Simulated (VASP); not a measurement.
Set up this calculation in VASP 6.6.1, as the native input.

| Property | Result |
| --- | --- |
| Task | electric field gradients |
| Functional | PBE |
| Potentials or basis | VASP PAW PBE potentials, release 64 (Ga_d, Sb) |
| Cutoff | 520 eV |
| k mesh | 9 × 9 × 9 |
| Occupations | fermi-dirac, width 0.08 eV |
| Spin | no spin polarisation |
| Dipole correction | no |
| Further INCAR settings | ALGO = Normal; EDIFF = 1e-08; NBANDS = 16 |

The structure of GaSb (zincblende type) lies in POSCAR:

```
GaSb
1.0
    0.0000000000      3.1388332053      3.1388332053
    3.1388332053      0.0000000000      3.1388332053
    3.1388332053      3.1388332053      0.0000000000
Ga Sb
1 1
Direct
    0.0000000000      0.0000000000      0.0000000000
    0.2500000000      0.2500000000      0.2500000000
```

This cell differs from its parent crystal: volume scaled by 1.03.

The input as run:

INCAR

```
PREC     = Accurate       # precision mode
ENCUT    = 520            # plane-wave cutoff, eV
EDIFF    = 1E-8           # SCF threshold, eV
ISMEAR   = -1             # smearing method
SIGMA    = 0.08           # smearing width, eV
LREAL    = F              # projectors in reciprocal space
LASPH    = T              # aspherical terms in the spheres
NELM     = 80             # most SCF steps
ALGO     = Normal         # electronic algorithm
ISIF     = 2              # what is computed and relaxed
LWAVE    = F              # write WAVECAR
LCHARG   = F              # write CHGCAR
GGA      = PE             # functional
LEFG     = T            
NBANDS   = 16             # bands
```

KPOINTS

```
Automatic mesh
0
Gamma
  9 9 9
```

Potentials or basis: VASP PAW PBE potentials, release 64 (Ga_d, Sb).

The run is started by

```bash
$ cat potpaw_PBE.64/Ga_d/POTCAR potpaw_PBE.64/Sb/POTCAR > POTCAR
$ mpirun -np 1 vasp_std > vasp.out
```

Results of the run:

| Property | Result |
| --- | --- |
| Pressure | -1.2 GPa |
| Band gap on the k mesh | zero (filled and empty bands touch) |

Caveat: without QUAD_EFG the Cq values of the log hold for a quadrupole moment of 1 mb, not for the nuclei; spin-orbit coupling is left out, which moves the levels of the heavy elements.

Wall time 40 s on 1 thread of Intel Xeon 6975P-C, with other jobs on the host, peak memory 0.22 GiB.
